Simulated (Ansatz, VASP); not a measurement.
## Two plane-wave programs on LiCl

```
Li Cl
1.0
     6.65314    0.00000    0.00000
     0.00000    6.65314    0.00000
     0.00000    0.00000    3.94984
Li Cl
4 4
Direct
  0.67090 0.67090 0.00000
  0.82910 0.17090 0.50000
  0.32910 0.32910 0.00000
  0.17090 0.82910 0.50000
  0.80979 0.80979 0.50000
  0.69021 0.30979 0.00000
  0.19021 0.19021 0.50000
  0.30979 0.69021 0.00000
```

Alike in both runs: functional PBE; k mesh 4 × 4 × 6; occupations gaussian, width 0.02 eV; no spin polarisation.

Ansatz relaxed the structure, and its values are those at the end. VASP's run is a single point on that final structure, the one shown.

|  | VASP | Ansatz |
| --- | --- | --- |
| version | VASP 6.6.1 | Ansatz 0.2.0 |
| potentials or method | VASP PAW PBE potentials, release 64 (Li_sv, Cl), cutoff 520 eV | scalar-relativistic, plane waves, PAW |
| valence electrons in the cell | 40 | 40 |

Ansatz gave:

```
gap on the k mesh at the Fermi level (eV) : 5.90
least direct gap on the mesh (eV)         : 5.90
```

**Question.** Which values does VASP return?

**Answer.** gap on the k mesh at the Fermi level (eV): 5.91; least direct gap on the mesh (eV): 5.91.

Noted on VASP's run: the cutoff is short for stress, so the pressure is rough.
